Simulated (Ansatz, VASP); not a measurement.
**Two plane-wave programs on SnSe2**

Contents of INCAR:

```
ALGO = Normal
EDIFF = 1E-6
ENCUT = 500
GGA_COMPAT = False
ISIF = 2
ISMEAR = 0
LASPH = True
LCHARG = False
LREAL = False
LWAVE = False
NBANDS = 20
NELM = 120
PREC = Accurate
SIGMA = 0.01
```

The input KPOINTS:

```
k-points
0
Gamma
  6 6 4
```

File POSCAR:

```
SnSe2
1.0
    3.8110000000      0.0000000000      0.0000000000
   -1.9055000000      3.3004228138      0.0000000000
    0.0000000000      0.0000000000      6.1360000000
Sn Se
1 2
Direct
    0.0000000000      0.0000000000      0.0000000000
    0.3333333333      0.6666666667      0.2490000000
    0.6666666667      0.3333333333      0.7510000000
```

Input for Ansatz:

```yaml
crystal:
  lattice:
    a: 3.811
    b: 3.811
    c: 6.136
    alpha: 90.0
    beta: 90.0
    gamma: 120.0
  space_group: 164
  atoms:
    - { symbol: Sn, position: [0.0, 0.0, 0.0] }
    - { symbol: Se, position: [0.3333333333333333, 0.6666666666666666, 0.249] }
basis:
  ecutwfc: 450.0
kpoints:
  mp_grid:
    grid: [6, 6, 4]
hamiltonian:
  xc: lda
scf:
  occupations:
    method: fixed
output:
  forces: true
  stress: true
```

Alike in both runs: task single point; functional LDA; k mesh 6 × 6 × 4; no spin polarisation.

|  | VASP | Ansatz |
| --- | --- | --- |
| version | VASP 6.6.1 | Ansatz 0.2.0 |
| potentials or method | VASP PAW LDA potentials, release 64 (Sn_d, Se), cutoff 500 eV | plane waves, PAW |
| occupations | gaussian, width 0.01 eV | fixed |
| valence electrons in the cell | 26 | 46 |

Ansatz gave:

| Property | Result |
| --- | --- |
| pressure (GPa) | 0.8 |
| traceless stress, the component that is largest in VASP (GPa) | 1.01 |
| rms of the force components (eV/Å) | 0.221 |

What did VASP give for the same quantities?

Pressure (GPa): 1.0; traceless stress, the component that is largest in VASP (GPa): 1.01; rms of the force components (eV/Å): 0.234.

LDA's correlation is that of Perdew and Zunger in VASP and of Perdew and Wang (1992) in Ansatz. Atom by atom the forces differ by 0.014 eV/Å (rms over components). VASP's potentials hold 26 valence electrons a cell and Ansatz's 46, so a difference there can come from the potentials and not from the codes.
